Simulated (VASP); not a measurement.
# Ca (Pnma) in VASP: single point with PBE

Aim: the single point of Ca with PBE.

Everything below comes from runs of VASP 6.6.1. Logs are shortened: lines on timing, memory, paths and dates and some standing lists are left out, and cuts for length are marked.

## Step 1: The cell of the first run

It takes space group Pnma (No. 62, orthorhombic). The conventional cell has a = 5.463 Å, b = 9.056 Å, c = 4.073 Å, α = 90.00°, β = 90.00°, γ = 90.00°. Within 3.8 Å of Ca (site symmetry m) lie 2 Ca at 2.89 Å.

## Step 2: Single point, PBE

INCAR

```
PREC = Accurate
ENCUT = 520
EDIFF = 1E-7
ISMEAR = 0
SIGMA = 0.1
LREAL = F
LASPH = T
NELM = 100
ALGO = Normal
ISIF = 2
LWAVE = F
LCHARG = T
GGA = PE
LELF = T
LVHAR = T
NBANDS = 28
```

KPOINTS

```
regular mesh
0
Gamma
  4 2 4
```

POSCAR

```
Ca
1.0
    5.4628757296      0.0000000000      0.0000000000
    0.0000000000      9.0564793891      0.0000000000
    0.0000000000      0.0000000000      4.0732876307
Ca
4
Direct
    0.0205000000      0.2500000000      0.6348000000
    0.9795000000      0.7500000000      0.3652000000
    0.4795000000      0.7500000000      0.1348000000
    0.5205000000      0.2500000000      0.8652000000
```

Potentials or basis: VASP PAW PBE potentials, release 64 (Ca_sv).

Command:

```sh
$ cat potpaw_PBE.64/Ca_sv/POTCAR > POTCAR
$ mpirun -np 1 vasp_std > vasp.out
```

OUTCAR:

```text
PREC = Accurate
   ENCUT = 520
   EDIFF = 1E-7
   ISMEAR = 0
   LREAL = F
   LASPH = T
   NELM = 100
   ISIF = 2
   GGA = PE

 ion  position               nearest neighbor table
   1  0.020  0.250  0.635-   4 2.89   4 2.89
   2  0.980  0.750  0.365-   3 2.89   3 2.89
   3  0.480  0.750  0.135-   2 2.89   2 2.89
   4  0.520  0.250  0.865-   1 2.89   1 2.89

  LATTYP: Found a simple orthorhombic cell.
 ALAT       =     4.0732876307
 B/A-ratio  =     1.3411465688
 C/A-ratio  =     2.2233832251

  Lattice vectors:

 A1 = (   0.0000000000,   0.0000000000,   4.0732876307)
 A2 = (   5.4628757296,   0.0000000000,   0.0000000000)
 A3 = (   0.0000000000,   9.0564793891,   0.0000000000)

Analysis of symmetry for initial positions (statically):
=====================================================================
 Subroutine PRICEL returns:
 Original cell was already a primitive cell.

 Routine SETGRP: Setting up the symmetry group for a
 simple orthorhombic supercell.

 Subroutine GETGRP returns: Found  8 space group operations
 (whereof  2 operations were pure point group operations)
 out of a pool of  8 trial point group operations.

The static configuration has the point symmetry S_2 .
 The point group associated with its full space group is D_2h.

Analysis of symmetry for dynamics (positions and initial velocities):
=====================================================================
 Subroutine PRICEL returns:
 Original cell was already a primitive cell.

 Routine SETGRP: Setting up the symmetry group for a
 simple orthorhombic supercell.

 Subroutine GETGRP returns: Found  8 space group operations
 (whereof  2 operations were pure point group operations)
 out of a pool of  8 trial point group operations.

The dynamic configuration has the point symmetry S_2 .
 The point group associated with its full space group is D_2h.

 Subroutine INISYM returns: Found  8 space group operations
 (whereof  2 operations are pure point group operations),
 and found     1 'primitive' translations

----------------------------------------------------------------------------------------

                                     Primitive cell

  volume of cell :     201.5235

  direct lattice vectors                    reciprocal lattice vectors
     5.462875730  0.000000000  0.000000000     0.183053770  0.000000000  0.000000000
     0.000000000  9.056479389  0.000000000     0.000000000  0.110418183  0.000000000
     0.000000000  0.000000000  4.073287631     0.000000000  0.000000000  0.245501936

  length of vectors
     5.462875730  9.056479389  4.073287631     0.183053770  0.110418183  0.245501936

  position of ions in fractional coordinates (direct lattice)
     0.020500000  0.250000000  0.634800000
     0.979500000  0.750000000  0.365200000
     0.479500000  0.750000000  0.134800000
     0.520500000  0.250000000  0.865200000

  ion indices of the primitive-cell ions
   primitive index   ion index
                 1           1
                 2           2
                 3           3
                 4           4

----------------------------------------------------------------------------------------

 KPOINTS: regular mesh

Automatic generation of k-mesh.
 Grid dimensions read from file:
 generate k-points for:    4    2    4

 Generating k-lattice:

  Cartesian coordinates                     Fractional coordinates (reciprocal lattice)
     0.045763443  0.000000000  0.000000000     0.250000000  0.000000000  0.000000000
     0.000000000  0.055209092  0.000000000     0.000000000  0.500000000  0.000000000
     0.000000000  0.000000000  0.061375484     0.000000000  0.000000000  0.250000000

  Length of vectors
     0.045763443  0.055209092  0.061375484

  Shift w.r.t. Gamma in fractional coordinates (k-lattice)
     0.000000000  0.000000000  0.000000000

 Subroutine IBZKPT returns following result:
 ===========================================

 Found     18 irreducible k-points:

 Following reciprocal coordinates:
            Coordinates               Weight
  0.000000  0.000000  0.000000      1.000000
  0.250000  0.000000  0.000000      2.000000
  0.500000  0.000000  0.000000      1.000000
  0.000000  0.500000  0.000000      1.000000
  0.250000  0.500000  0.000000      2.000000
  0.500000  0.500000  0.000000      1.000000
[... 10 lines left out ...]
  0.250000  0.500000  0.500000      2.000000
  0.500000  0.500000  0.500000      1.000000
   k-points           NKPTS =     18   k-points in BZ     NKDIM =     18   number of bands    NBANDS=     28
   number of dos      NEDOS =    301   number of ions     NIONS =      4
   total plane-waves  NPLWV =  88200
   dimension x,y,z NGX =    42 NGY =   70 NGZ =   30
   dimension x,y,z NGXF=    84 NGYF=  140 NGZF=   60
   ions per type =               4
   NGX,Y,Z   is equivalent  to a cutoff of  12.78, 12.85, 12.24 a.u.
   NGXF,Y,Z  is equivalent  to a cutoff of  25.56, 25.70, 24.49 a.u.
 SYSTEM =  unknown system
   PREC   = accura    normal or accurate (medium, high low for compatibility)
   ISTART =      0    job   : 0-new  1-cont  2-samecut
   ICHARG =      2    charge: 1-file 2-atom 10-const
   ISPIN  =      1    spin polarized calculation?
   LNONCOLLINEAR =      F non collinear calculations
   LSORBIT =      F    spin-orbit coupling
   LASPH  =      T    aspherical Exc in radial PAW
   ENCUT  =  520.0 eV  38.22 Ry    6.18 a.u.  10.16 16.84  7.57*2*pi/ulx,y,z
   NELM   =    100;   NELMIN=  2; NELMDL= -5     # of ELM steps
   EDIFF  = 0.1E-06   stopping-criterion for ELM
   LREAL  =      F    real-space projection
   EDIFFG = 0.1E-05   stopping-criterion for IOM
   NSW    =      0    number of steps for IOM
   IBRION =     -1    ionic relax: 0-MD 1-quasi-New 2-CG
   NFREE  =      0    steps in history (QN), initial steepest desc. (CG)
   ISIF   =      2    stress and relaxation
   ISYM   =      2    0-nonsym 1-usesym 2-fastsym
   POTIM  = 0.5000    time-step for ionic-motion
   TEBEG  =    0.0;   TEEND  =   0.0 temperature during run
   PSTRESS=    0.0 pullay stress
   NELECT =      40.0000    total number of electrons
   NUPDOWN=      -1.0000    fix difference up-down
   EMIN   =  10.00;   EMAX   =-10.00  energy-range for DOS
   EFERMI =   0.00;   METHOD = LEGACY
   ISMEAR =     0;   SIGMA  =   0.10  broadening in eV -4-tet -1-fermi 0-gaus
   EFERMI_NEDOS =   21; number of points for ismear=-14 and -15
   IALGO  =     38    algorithm
   IMIX   =      4    mixing-type and parameters
     AMIX     =   0.40;   BMIX     =  1.00
     AMIX_MAG =   1.60;   BMIX_MAG =  1.00
  volume/ion in A,a.u.               =      50.38       339.99
  Fermi-wavevector in a.u.,A,eV,Ry     =   0.954962  1.804617 12.407874  0.911953
  Thomas-Fermi vector in A             =   2.083757
   LORBIT       =      0    0 simple, 1 ext, 2 COOP (PROOUT), +10 PAW based schemes
   GGA     = PE    functional components
   LHFCALC =     F    Hartree Fock is set to
   AEXX    =    0.0000 exact exchange contribution
   IVDW    =     0    specifies the selected vdW correction
   LEPSILON=     F    determine dielectric tensor
   LRPA    =     F    only Hartree local field effects (RPA)
 non-spin polarized calculation
 Gauss-broadening in eV      SIGMA  =   0.10
  energy-cutoff  :      520.00
  volume of cell :      201.52
 maximum number of plane-waves:      5464
 NGX is ok and might be reduce to    42
   NGX = 21   NGY = 33   NGZ = 15

 number of electron      40.0000006 magnetization

 Free energy of the ion-electron system (eV)
  ---------------------------------------------------
  ext. energy  EPLUGINS =         0.00000000
  ---------------------------------------------------
  free energy    TOTEN  =        -3.35019855 eV

  energy without entropy =       -3.32715398  energy(sigma->0) =       -3.33867627

 E-fermi :   1.1419     XC(G=0):  -7.0612

 val. band max:        1.1180548170   @ k =   0.2500   0.0000   0.0000
 cond. band min:       1.1515390532   @ k =   0.0000   0.5000   0.0000
 fundamental gap:      0.0334842362
 Fermi energy:         1.1418873151

 k-point     1 :       0.0000    0.0000    0.0000
  band No.  band energies     occupation
      1     -41.3310      2.00000
      2     -41.3306      2.00000
      3     -41.1678      2.00000
      4     -41.1676      2.00000
      5     -22.8654      2.00000
      6     -22.8642      2.00000
[... 20 lines left out ...]
     27       2.7879      0.00000
     28       3.3420      0.00000

 k-point     2 :       0.2500    0.0000    0.0000
  band No.  band energies     occupation
      1     -41.3075      2.00000
      2     -41.3071      2.00000
      3     -41.1922      2.00000
      4     -41.1919      2.00000
      5     -22.7537      2.00000
      6     -22.7526      2.00000
[... 20 lines left out ...]
     27       2.2663      0.00000
     28       2.9550      0.00000

 k-point     3 :       0.5000    0.0000    0.0000
  band No.  band energies     occupation
      1     -41.2502      2.00000
      2     -41.2502      2.00000
      3     -41.2499      2.00000
      4     -41.2499      2.00000
      5     -22.4854      2.00000
      6     -22.4854      2.00000
[... 20 lines left out ...]
     27       2.7107      0.00000
     28       2.7262      0.00000

 k-point     4 :       0.0000    0.5000    0.0000
  band No.  band energies     occupation
      1     -41.3308      2.00000
      2     -41.3308      2.00000
      3     -41.1677      2.00000
      4     -41.1677      2.00000
      5     -22.8648      2.00000
      6     -22.8648      2.00000
[... 20 lines left out ...]
     27       3.5243      0.00000
     28       3.5311      0.00000

 k-point     5 :       0.2500    0.5000    0.0000
  band No.  band energies     occupation
      1     -41.3073      2.00000
      2     -41.3073      2.00000
      3     -41.1920      2.00000
      4     -41.1920      2.00000
      5     -22.7532      2.00000
      6     -22.7532      2.00000
[... 20 lines left out ...]
     27       2.6961      0.00000
     28       2.6961      0.00000

 k-point     6 :       0.5000    0.5000    0.0000
  band No.  band energies     occupation
      1     -41.2501      2.00000
      2     -41.2501      2.00000
      3     -41.2501      2.00000
      4     -41.2501      2.00000
      5     -22.4851      2.00000
      6     -22.4851      2.00000
[... 277 lines left out ...]
      5     -22.5096      2.00000
      6     -22.5096      2.00000
[... 20 lines left out ...]
     27       2.5830      0.00000
     28       2.5835      0.00000

 k-point    16 :       0.0000    0.5000    0.5000
  band No.  band energies     occupation
      1     -41.3265      2.00000
      2     -41.3265      2.00000
      3     -41.1671      2.00000
      4     -41.1671      2.00000
      5     -22.8478      2.00000
      6     -22.8478      2.00000
[... 20 lines left out ...]
     27       3.1093      0.00000
     28       3.1125      0.00000

 k-point    17 :       0.2500    0.5000    0.5000
  band No.  band energies     occupation
      1     -41.3035      2.00000
      2     -41.3035      2.00000
      3     -41.1908      2.00000
      4     -41.1908      2.00000
      5     -22.7486      2.00000
      6     -22.7486      2.00000
[... 20 lines left out ...]
     27       2.3824      0.00000
     28       2.3824      0.00000

 k-point    18 :       0.5000    0.5000    0.5000
  band No.  band energies     occupation
      1     -41.2476      2.00000
      2     -41.2476      2.00000
      3     -41.2476      2.00000
      4     -41.2476      2.00000
      5     -22.5091      2.00000
      6     -22.5091      2.00000
[... 20 lines left out ...]
     27       2.6177      0.00000
     28       2.6212      0.00000

------------------------ aborting loop because EDIFF is reached ----------------------------------------

  FORCE on cell =-STRESS in cart. coord.  units (eV):
  Direction    XX          YY          ZZ          XY          YZ          ZX
  --------------------------------------------------------------------------------------
  -------------------------------------------------------------------------------------
  Total       17.1428188     -6.5348446     -3.1771620      0.0000000      0.0000000     -0.0000000
  in kB      136.2909490    -51.9541264    -25.2594646      0.0000000      0.0000000     -0.0000000
  external PRESSURE =      19.6924527 kB  Pullay stress =       0.0000000 kB

 VOLUME and BASIS-vectors are now :
 -----------------------------------------------------------------------------
  energy-cutoff  :      520.00
  volume of cell :      201.52
      direct lattice vectors                 reciprocal lattice vectors
     5.462875730  0.000000000  0.000000000     0.183053770  0.000000000  0.000000000
     0.000000000  9.056479389  0.000000000     0.000000000  0.110418183  0.000000000
     0.000000000  0.000000000  4.073287631     0.000000000  0.000000000  0.245501936

 POSITION                                       TOTAL-FORCE (eV/Angst)
 -----------------------------------------------------------------------------------
      0.11199      2.26412      2.58572         0.005008     -0.000000     -1.240758
      5.35089      6.79236      1.48756        -0.005008     -0.000000      1.240758
      2.61945      6.79236      0.54908        -0.005008      0.000000     -1.240758
      2.84343      2.26412      3.52421         0.005008     -0.000000      1.240758
 -----------------------------------------------------------------------------------
    total drift:                                0.000000      0.000000      0.000000

  FREE ENERGIE OF THE ION-ELECTRON SYSTEM (eV)
  ---------------------------------------------------
  free  energy   TOTEN  =        -3.3501985515 eV

  energy  without entropy=       -3.3271539833  energy(sigma->0) =       -3.33867627
```

Run time: 3 min. Hardware: 1 thread of Intel Xeon 8259CL, shared host; peak memory 0.31 GiB.

What came out:

```yaml
Free_energy: -3.3502 eV
Pressure: 2.0 GPa
Largest_force: 1.241 eV/Å
Band_gap_on_the_k_mesh: zero (bands 20 and 21 overlap by 0.72 eV)
```

Forces in eV/Å, atoms in the order of the input:
```
Ca   0.005  0.000 -1.241
Ca  -0.005  0.000  1.241
Ca  -0.005  0.000 -1.241
Ca   0.005  0.000  1.241
```

Caveat: the k points lie up to 0.39 Å⁻¹ apart, too coarse for converged energies and pressures of a metal; forces of over 1 eV/Å act on the atoms, so gaps and moduli don't describe the material at rest.
